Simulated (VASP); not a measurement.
# AlB2As3 (I-4m2) in VASP: further runs

Runs on AlB2As3. Level: PBE. Tasks: relaxation of cell and atoms, single point.

All numbers are computed with VASP 6.6.1; they aren't measurements. Logs are shortened: lines on timing, memory, paths and dates and some standing lists are left out, and cuts for length are marked.

### Step 1. The cell of the first run

Symmetry: I-4m2, No. 119, tetragonal system. The conventional cell has a = 3.583 Å, b = 3.583 Å, c = 15.747 Å, α = 90.00°, β = 90.00°, γ = 90.00°. Within 3.2 Å of Al (site symmetry -4m2) lie 4 As at 2.40 Å. B (site symmetry 2mm) has 4 As at 2.14 Å within 2.8 Å. As (site symmetry 2mm) has 2 B at 2.14 Å and 2 Al at 2.40 Å within 2.8 Å. As (site symmetry -4m2) has 4 B at 2.14 Å within 2.8 Å.

### Step 2. Relaxation of cell and atoms, PBE

The input, INCAR:

```
SYSTEM = AlB2As3
ALGO = Normal
EDIFF = 1E-6
EDIFFG = -0.01
ENCUT = 600
GGA = PE
IBRION = 2
ISIF = 3
ISMEAR = 0
LASPH = .TRUE.
LCHARG = .FALSE.
LREAL = .FALSE.
LWAVE = .FALSE.
NELM = 100
NSW = 100
PREC = Accurate
SIGMA = 0.02
```

The input, KPOINTS:

```
k-points
0
G
  10 10 10
  0 0 0
```

The input, POSCAR:

```
AlB2As3
1.0
   -1.7915211181      1.7915211181      7.8733944722
    1.7915211181     -1.7915211181      7.8733944722
    1.7915211181      1.7915211181     -7.8733944722
Al B As
1 2 3
Direct
    0.5000000000      0.5000000000      0.0000000000
    0.8245946706      0.8245946706      0.0000000000
    0.1754053294      0.1754053294      0.0000000000
    0.6016159644      0.1016159644      0.5000000000
    0.2500000000      0.7500000000      0.5000000000
    0.8983840356      0.3983840356      0.5000000000
```

Potentials or basis: VASP PAW PBE potentials, release 64 (Al, B, As).

The run is started by

```
$ cat potpaw_PBE.64/Al/POTCAR potpaw_PBE.64/B/POTCAR potpaw_PBE.64/As/POTCAR > POTCAR
$ mpirun -np 1 vasp_std > vasp.out
```

OUTCAR:

```text
SYSTEM = AlB2As3
   EDIFF = 1E-6
   EDIFFG = -0.01
   ENCUT = 600
   GGA = PE
   IBRION = 2
   ISIF = 3
   ISMEAR = 0
   LASPH = .TRUE.
   LREAL = .FALSE.
   NELM = 100
   NSW = 100
   PREC = Accurate

 ion  position               nearest neighbor table
   1  0.500  0.500  0.000-   4 2.40   6 2.40   4 2.40   6 2.40
   2  0.825  0.825  0.000-   6 2.14   6 2.14   5 2.14   5 2.14
   3  0.175  0.175  0.000-   4 2.14   4 2.14   5 2.14   5 2.14
   4  0.602  0.102  0.500-   3 2.14   3 2.14   1 2.40   1 2.40
   5  0.250  0.750  0.500-   2 2.14   3 2.14   2 2.14   3 2.14
   6  0.898  0.398  0.500-   2 2.14   2 2.14   1 2.40   1 2.40

  LATTYP: Found a body centered tetragonal cell.
 ALAT       =     3.5830422362
 C/A-ratio  =     4.3948097472

  Lattice vectors:

 A1 = (  -1.7915211181,   1.7915211181,   7.8733944722)
 A2 = (   1.7915211181,  -1.7915211181,   7.8733944722)
 A3 = (   1.7915211181,   1.7915211181,  -7.8733944722)

Analysis of symmetry for initial positions (statically):
=====================================================================
 Subroutine PRICEL returns:
 Original cell was already a primitive cell.

 Routine SETGRP: Setting up the symmetry group for a
 body centered tetragonal supercell.

 Subroutine GETGRP returns: Found  8 space group operations
 (whereof  8 operations were pure point group operations)
 out of a pool of 16 trial point group operations.

The static configuration has the point symmetry D_2d.

Analysis of symmetry for dynamics (positions and initial velocities):
=====================================================================
 Subroutine PRICEL returns:
 Original cell was already a primitive cell.

 Routine SETGRP: Setting up the symmetry group for a
 body centered tetragonal supercell.

 Subroutine GETGRP returns: Found  8 space group operations
 (whereof  8 operations were pure point group operations)
 out of a pool of 16 trial point group operations.

The dynamic configuration has the point symmetry D_2d.

 Subroutine INISYM returns: Found  8 space group operations
 (whereof  8 operations are pure point group operations),
 and found     1 'primitive' translations

----------------------------------------------------------------------------------------

                                     Primitive cell

  volume of cell :     101.0801

  direct lattice vectors                    reciprocal lattice vectors
    -1.791521118  1.791521118  7.873394472     0.000000000  0.279092440  0.063505011
     1.791521118 -1.791521118  7.873394472     0.279092440  0.000000000  0.063505011
     1.791521118  1.791521118 -7.873394472     0.279092440  0.279092440  0.000000000

[... 101 lines left out ...]
   PSTRESS=    0.0 pullay stress
   NELECT =      24.0000    total number of electrons
   NUPDOWN=      -1.0000    fix difference up-down
   EMIN   =  10.00;   EMAX   =-10.00  energy-range for DOS
   EFERMI =   0.00;   METHOD = LEGACY
   ISMEAR =     0;   SIGMA  =   0.02  broadening in eV -4-tet -1-fermi 0-gaus
   EFERMI_NEDOS =   21; number of points for ismear=-14 and -15
   IALGO  =     38    algorithm
   IMIX   =      4    mixing-type and parameters
     AMIX     =   0.40;   BMIX     =  1.00
     AMIX_MAG =   1.60;   BMIX_MAG =  1.00
  volume/ion in A,a.u.               =      16.85       113.69
  Fermi-wavevector in a.u.,A,eV,Ry     =   1.013732  1.915676 13.982071  1.027653
  Thomas-Fermi vector in A             =   2.146918
   LORBIT       =      0    0 simple, 1 ext, 2 COOP (PROOUT), +10 PAW based schemes
   GGA     = PE    functional components
   LHFCALC =     F    Hartree Fock is set to
   AEXX    =    0.0000 exact exchange contribution
   IVDW    =     0    specifies the selected vdW correction
   LEPSILON=     F    determine dielectric tensor
   LRPA    =     F    only Hartree local field effects (RPA)
 conjugate gradient relaxation of ions
 non-spin polarized calculation
 Gauss-broadening in eV      SIGMA  =   0.02
  energy-cutoff  :      600.00
  volume of cell :      101.08
 maximum number of plane-waves:      3398
 NGX is ok and might be reduce to    70
   NGX = 33   NGY = 33   NGZ = 33

--------------------------------------- Ionic step        1  -------------------------------------------

 number of electron      24.0000000 magnetization

 Free energy of the ion-electron system (eV)
  ---------------------------------------------------
  ext. energy  EPLUGINS =         0.00000000
  ---------------------------------------------------
  free energy    TOTEN  =       -31.15795144 eV

  energy without entropy =      -31.15795144  energy(sigma->0) =      -31.15795144

------------------------ aborting loop because EDIFF is reached ----------------------------------------

  FORCE on cell =-STRESS in cart. coord.  units (eV):
  Direction    XX          YY          ZZ          XY          YZ          ZX
  --------------------------------------------------------------------------------------
  -------------------------------------------------------------------------------------
  Total        0.0999837      0.0999837      0.3716050      0.0000000     -0.0000000      0.0000000
  in kB        1.5847987      1.5847987      5.8901480      0.0000000     -0.0000000      0.0000000
  external PRESSURE =       3.0199151 kB  Pullay stress =       0.0000000 kB
[... 147 lines left out ...]
--------------------------------------- Ionic step        5  -------------------------------------------

 number of electron      24.0000000 magnetization

 Free energy of the ion-electron system (eV)
  ---------------------------------------------------
  ext. energy  EPLUGINS =         0.00000000
  ---------------------------------------------------
  free energy    TOTEN  =       -31.15869324 eV

  energy without entropy =      -31.15869324  energy(sigma->0) =      -31.15869324

 E-fermi :   5.7042     XC(G=0):  -9.8837

 val. band max:        5.5640029920   @ k =   0.0000   0.0000   0.0000
 cond. band min:       6.1989046070   @ k =   0.5000   0.5000   0.5000
 fundamental gap:      0.6349016151
 Fermi energy:         5.7042305568

 k-point     1 :       0.0000    0.0000    0.0000
  band No.  band energies     occupation
      1      -8.9551      2.00000
      2      -7.2186      2.00000
      3      -6.4345      2.00000
      4      -0.6287      2.00000
      5      -0.2863      2.00000
      6       1.6140      2.00000
[... 433 lines left out ...]
      3      -5.6533      2.00000
      4      -2.3130      2.00000
      5      -1.6783      2.00000
      6      -0.3898      2.00000
[... 8 lines left out ...]
     15       8.3708      0.00000
     16       9.2007      0.00000

 [... further k-points ...]
[... 5 lines left out ...]
  --------------------------------------------------------------------------------------
  -------------------------------------------------------------------------------------
  Total        0.0079810      0.0079810     -0.0158582      0.0000000      0.0000000     -0.0000000
  in kB        0.1261768      0.1261768     -0.2507117      0.0000000      0.0000000     -0.0000000
  external PRESSURE =       0.0005473 kB  Pullay stress =       0.0000000 kB
[... 21 lines left out ...]
  FREE ENERGIE OF THE ION-ELECTRON SYSTEM (eV)
  ---------------------------------------------------
  free  energy   TOTEN  =       -31.1586932366 eV

  energy  without entropy=      -31.1586932366  energy(sigma->0) =      -31.15869324

 reached required accuracy - stopping structural energy minimisation
```

OSZICAR:

```text
N       E                     dE             d eps       ncg     rms          rms(c)
DAV:   1     0.924470083560E+02    0.92447E+02   -0.10933E+04  3264   0.142E+03
DAV:   2    -0.260930714050E+02   -0.11854E+03   -0.11666E+03  4312   0.198E+02
DAV:   3    -0.320383148342E+02   -0.59452E+01   -0.59337E+01  4544   0.495E+01
[... 30 lines left out ...]
DAV:   4    -0.311586798059E+02    0.13826E-06   -0.33591E-06  3704   0.110E-02
   4 F= -.31158680E+02 E0= -.31158680E+02  d E =-.135015E-03
       N       E                     dE             d eps       ncg     rms          rms(c)
DAV:   1    -0.311586939565E+02   -0.14012E-04   -0.10553E-03  3416   0.220E-01    0.122E-02
DAV:   2    -0.311586941077E+02   -0.15119E-06   -0.37219E-05  4720   0.397E-02    0.709E-03
DAV:   3    -0.311586932366E+02    0.87101E-06   -0.35431E-06  3400   0.109E-02
   5 F= -.31158693E+02 E0= -.31158693E+02  d E =-.148446E-03
```

It took 18 min on 1 thread of Intel Xeon 6975P-C (Granite Rapids), shared host; peak memory 0.91 GiB.

Results:

* Free energy: -31.1587 eV
* Relaxed volume: 16.89 Å³/atom
* Relaxed cell: a = 8.294 Å, b = 8.294 Å, c = 8.294 Å, α = 155.06°, β = 155.06°, γ = 35.56°
* Space group after relaxing (to 0.05 Å): I-4m2 (No. 119)
* Energy gained by relaxing: 0.1 meV/atom
* Ionic steps: 5
* Pressure after relaxing: 0.0 GPa
* Largest force after relaxing: 0.009 eV/Å
* Band gap on the k mesh: 0.63 eV, indirect (least direct gap 0.68 eV)

Forces on the atoms (eV/Å):
```
Al   0.000  0.000  0.000
B    0.000  0.000 -0.001
B    0.000  0.000  0.001
As   0.000  0.000  0.009
As   0.000  0.000  0.000
As   0.000  0.000 -0.009
```

Step by step:
| step | energy change (eV) | largest force (eV/Å) | pressure (GPa) | volume (Å³) |
| --- | --- | --- | --- | --- |
| 1 | 0.0000 | 0.0415 | 0.30 | 101.08 |
| 2 | -0.0006 | 0.0169 | -0.18 | 101.55 |
| 3 | -0.0006 | 0.0217 | -0.09 | 101.45 |
| 4 | -0.0007 | 0.0111 | -0.03 | 101.38 |
| 5 | -0.0007 | 0.0086 | 0.00 | 101.34 |

Final structure:
```cif
data_structure
_symmetry_space_group_name_H-M 'P 1'
_symmetry_Int_Tables_number 1
_cell_length_a 8.2940
_cell_length_b 8.2940
_cell_length_c 8.2940
_cell_angle_alpha 155.058
_cell_angle_beta 155.058
_cell_angle_gamma 35.564
_cell_volume 101.34
loop_
_atom_site_label
_atom_site_type_symbol
_atom_site_fract_x
_atom_site_fract_y
_atom_site_fract_z
_atom_site_occupancy
Al1 Al 0.50000 0.50000 0.00000 1
B1 B 0.82438 0.82438 0.00000 1
B2 B 0.17562 0.17562 0.00000 1
As1 As 0.60176 0.10176 0.50000 1
As2 As 0.25000 0.75000 0.50000 1
As3 As 0.89824 0.39824 0.50000 1
```

Levels at points of the mesh, in eV from the valence-band top:
```
           k point  band 9  band 10  band 11  band 12  band 13  band 14  band 15  band 16
(0.00, 0.00, 0.00)   -2.70    -0.59     0.00     0.00     0.68     0.87     1.87     2.01
(0.50, 0.00, 0.00)   -2.56    -2.51    -2.00    -0.53     1.14     2.15     3.13     3.38
(0.50, 0.50, 0.00)   -4.64    -4.47    -3.76    -3.62     0.72     1.12     2.26     2.79
(0.50, 0.50, 0.50)   -2.36    -2.36    -0.60    -0.60     0.63     0.98     1.69     2.33
```

### Step 3. Single point, PBE

The input, INCAR:

```
PREC = Accurate
ENCUT = 520
EDIFF = 1E-6
ISMEAR = 0
SIGMA = 0.1
LREAL = F
LASPH = T
NELM = 100
ALGO = Normal
ISIF = 2
LWAVE = F
LCHARG = F
GGA = PE
NBANDS = 21
```

The input, KPOINTS:

```
Automatic mesh
0
Gamma
  6 6 6
```

POSCAR is that of step 2.

Potentials or basis: VASP PAW PBE potentials, release 64 (Al, B, As).

The run is started by

```
$ cat potpaw_PBE.64/Al/POTCAR potpaw_PBE.64/B/POTCAR potpaw_PBE.64/As/POTCAR > POTCAR
$ mpirun -np 1 vasp_std > vasp.out
```

It took 3.9 min on 1 thread of Intel Xeon Platinum 8488C (Sapphire Rapids), shared host; peak memory 0.56 GiB.

It converged, with:

| Quantity | Value |
| --- | --- |
| Free energy | -31.1344 eV |
| Pressure | 0.3 GPa |
| Largest force | 0.043 eV/Å |
| Band gap on the k mesh | 0.63 eV, indirect (least direct gap 0.68 eV) |

Forces on the atoms (eV/Å):
```
Al   0.000  0.000  0.000
B    0.000  0.000 -0.043
B    0.000  0.000  0.043
As   0.000  0.000  0.025
As   0.000  0.000  0.000
As   0.000  0.000 -0.025
```

Stress tensor (GPa, compression positive):
```
0.28 0.00 0.00
0.00 0.28 0.00
0.00 0.00 0.44
```

Levels at points of the mesh, in eV from the valence-band top:
```
           k point  band 8  band 9  band 10  band 11  band 12  band 13  band 14  band 15  band 16  band 17
(0.00, 0.00, 0.00)   -2.71   -2.71    -0.56     0.00     0.00     0.68     0.86     1.89     2.00     3.00
(0.50, 0.00, 0.00)   -3.57   -2.55    -2.52    -1.97    -0.55     1.17     2.16     3.15     3.43     4.18
(0.50, 0.50, 0.00)   -4.64   -4.64    -4.46    -3.76    -3.61     0.74     1.14     2.29     2.83     3.43
(0.50, 0.50, 0.50)   -2.66   -2.36    -2.36    -0.60    -0.60     0.63     0.98     1.69     2.32     4.03
```

A k mesh can miss the band edges. A hybrid or GW would open this gap; PBE tends to underestimate it.

### Step 4. Single point, PBE

This run uses another cell than the first one, of 17.11 Å³/atom, 1.016 times its volume.

The input, INCAR:

```
SYSTEM = AlB2As3
PREC     = Accurate       ! precision mode
ENCUT    = 520            ! plane-wave cutoff, eV
EDIFF    = 1E-7           ! SCF threshold, eV
ISMEAR   = 0              ! smearing method
SIGMA    = 0.1            ! smearing width, eV
LREAL    = .False.        ! projectors in reciprocal space
LASPH    = .True.         ! aspherical terms in the spheres
NELM     = 60             ! most SCF steps
ALGO     = Normal         ! electronic algorithm
ISIF     = 2              ! what is computed and relaxed
LWAVE    = .False.        ! write WAVECAR
LCHARG   = .False.        ! write CHGCAR
GGA      = PE             ! functional
NBANDS   = 21             ! bands
```

The input, KPOINTS:

```
Automatic mesh
0
Gamma
  6 6 6
  0 0 0
```

The input, POSCAR:

```
AlB2As3
1.0
   -1.8221210300      1.8221210300      7.7306048000
    1.8221210300     -1.8221210300      7.7306048000
    1.8221210300      1.8221210300     -7.7306048000
Al B As
1 2 3
Direct
    0.5000000000      0.5000000000      0.0000000000
    0.8333333300      0.8333333300      0.0000000000
    0.1666666700      0.1666666700      0.0000000000
    0.5833333300      0.0833333300      0.5000000000
    0.2500000000      0.7500000000      0.5000000000
    0.9166666700      0.4166666700      0.5000000000
```

The run is started by

```
$ cat potpaw_PBE.64/Al/POTCAR potpaw_PBE.64/B/POTCAR potpaw_PBE.64/As/POTCAR > POTCAR
$ mpirun -np 1 vasp_std > vasp.out
```

Wall time 4 min (1 thread of Intel Xeon Platinum 8488C (Sapphire Rapids), shared host); peak memory 0.56 GiB.

Results (log left out):

```yaml
Free_energy: -29.8933 eV
Pressure: 3.2 GPa
Largest_force: 4.215 eV/Å
Band_gap_on_the_k_mesh: 1.18 eV, indirect (least direct gap 1.21 eV)
```

Forces on the atoms (eV/Å):
```
Al   0.000  0.000  0.000
B    0.000  0.000 -0.304
B    0.000  0.000  0.304
As   0.000  0.000  4.215
As   0.000  0.000  0.000
As   0.000  0.000 -4.215
```

Stress tensor (GPa, compression positive):
```
3.59 0.00 0.00
0.00 3.59 0.00
0.00 0.00 2.28
```

Levels at points of the mesh, in eV from the valence-band top:
```tsv
k point	band 10	band 11	band 12	band 13	band 14	band 15
(0.00, 0.00, 0.00)	-0.31	0.00	0.00	1.21	1.47	2.39
(0.50, 0.00, 0.00)	-1.52	-1.45	-1.22	1.60	2.73	3.63
(0.50, 0.50, 0.00)	-3.90	-3.24	-3.22	1.18	1.36	3.08
(0.50, 0.50, 0.50)	-1.59	-1.04	-1.04	1.29	1.55	2.09
```

Caveat: forces of over 1 eV/Å act on the atoms, so gaps and moduli don't describe the material at rest. A k mesh can miss the band edges.

(Part 1 of 2 ends here.)
